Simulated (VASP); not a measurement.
TiO2:

```
CELL_PARAMETERS angstrom
6.07041 -1.85801 0.00000
6.07041 1.85801 0.00000
-1.90226 0.00000 6.24343
ATOMIC_POSITIONS crystal
Ti 0.90007 0.90007 0.28960
Ti 0.19529 0.19529 0.28376
Ti 0.09993 0.09993 0.71040
Ti 0.80471 0.80471 0.71624
O 0.36193 0.36193 0.29340
O 0.26349 0.26349 0.65250
O 0.86719 0.86719 0.99529
O 0.73651 0.73651 0.34750
O 0.94165 0.94165 0.63002
O 0.13281 0.13281 0.00471
O 0.63807 0.63807 0.70660
O 0.05835 0.05835 0.36998
```

Base run:

```yaml
Program: VASP 6.6.1
Functional: SVWN5
Potentials_or_basis: VASP PAW PBE potentials, release 64 (Ti_sv, O)
Cutoff: 520 eV
k_mesh: 8 × 8 × 4
Occupations: fermi-dirac, width 0.05 eV
Spin: no spin polarisation
```

Its results: band gap on the k mesh 2.78 eV, indirect (least direct gap 2.97 eV); pressure -3.2 GPa; largest force 0.240 eV/Å.

Question: The run is repeated on the same cell with these changes: functional from SVWN5 to BLYP; dispersion from none to D4. What comes out?

Answer: Band gap on the k mesh 2.85 eV, indirect (least direct gap 3.03 eV); pressure 6.9 GPa; largest force 0.240 eV/Å.

Several settings changed at once, so the effect can't be laid on one alone.

Caveats: the PAW data sets were made with another functional, which shifts forces and pressure a little.

A k mesh can miss the band edges.
